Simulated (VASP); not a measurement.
A run of VASP 6.6.1 is set up as follows.

Contents of INCAR:

```
ALGO = Normal
EDIFF = 1E-6
ENCUT = 520
GGA = PE
ISIF = 2
ISMEAR = 0
LASPH = T
LCHARG = T
LELF = T
LREAL = F
LVHAR = T
LWAVE = F
NBANDS = 57
NELM = 100
PREC = Accurate
SIGMA = 0.1
```

KPOINTS

```
k-points
0
Gamma
  4 2 2
```

The input POSCAR:

```
HPbNO4
1.0
    0.0000000000     -4.2286500000      0.0000000000
   -6.8587741996      0.0000000000      0.0000000000
    3.3910097476      0.0000000000     -7.2745880918
H Pb N O
2 2 2 8
Direct
    0.2500000000      0.7745100000      0.4927000000
    0.7500000000      0.2254900000      0.5073000000
    0.7500000000      0.6977060000      0.7150620000
    0.2500000000      0.3022940000      0.2849380000
    0.2500000000      0.7851590000      0.1643310000
    0.7500000000      0.2148410000      0.8356690000
    0.2500000000      0.6692180000      0.5466150000
    0.2500000000      0.5909060000      0.1309870000
    0.2500000000      0.8449170000      0.0346330000
    0.2500000000      0.9291720000      0.3304490000
    0.7500000000      0.3307820000      0.4533850000
    0.7500000000      0.4090940000      0.8690130000
    0.7500000000      0.1550830000      0.9653670000
    0.7500000000      0.0708280000      0.6695510000
```

Potentials or basis: VASP PAW PBE potentials, release 64 (H, Pb_d, N, O).

Launch:

```sh
$ cat potpaw_PBE.64/H/POTCAR potpaw_PBE.64/Pb_d/POTCAR potpaw_PBE.64/N/POTCAR potpaw_PBE.64/O/POTCAR > POTCAR
$ mpirun -np 1 vasp_std > vasp.out
```

(1) What does it give for the largest force?

(2) What does it give for the band gap on the k mesh?

(3) Predict the pressure.

Results:

(1) 0.460 eV/Å.

(2) 3.06 eV (least direct gap 3.26 eV).

(3) 0.6 GPa.

Caveat: the k points lie up to 0.51 Å⁻¹ apart; the standard files for N, O and F lose accuracy on very short bonds; spin-orbit coupling is left out, which moves the levels of the heavy elements.
